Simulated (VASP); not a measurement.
**Ru: single point with revPBE**

The system is Ru.

```xyz
1
Lattice="-1.5124 1.5124 1.5124 1.5124 -1.5124 1.5124 1.5124 1.5124 -1.5124" Properties=species:S:1:pos:R:3 pbc="T T T"
Ru    0.0000    0.0000    0.0000
```

This cell differs from its parent crystal: volume scaled by 0.96.

* Program: VASP 6.6.1
* Task: single point
* Functional: revPBE
* Potentials or basis: VASP PAW PBE potentials, release 64 (Ru_pv)
* Cutoff: 520 eV
* k mesh: 16 × 16 × 16
* Occupations: fermi-dirac, width 0.1 eV
* Spin: no spin polarisation

* Pressure: 12.1 GPa
* Band gap on the k mesh: zero (band 7 reaches 14.55 eV, above the bottom of band 8 at 11.00 eV)

Levels at points of the mesh, in eV from the Fermi level:
| k point | band 4 | band 5 | band 6 | band 7 | band 8 | band 9 | band 10 | band 11 |
| --- | --- | --- | --- | --- | --- | --- | --- | --- |
| (0.00, 0.00, 0.00) | -8.02 | -2.85 | -2.85 | -2.85 | -0.10 | -0.10 | 10.59 | 17.15 |
| (0.50, 0.00, 0.00) | -6.24 | -4.62 | -0.12 | 0.37 | 1.20 | 2.45 | 10.35 | 10.59 |
| (0.50, 0.50, 0.50) | -6.35 | -6.35 | 1.83 | 1.83 | 1.83 | 9.40 | 9.40 | 9.40 |

Wall time 11 s on 1 thread of AMD EPYC 9R45 96-Core Processor (Zen 5) (shared host), peak memory 0.11 GiB.

Caveat: the PAW data sets were made with another functional, which shifts forces and pressure a little.
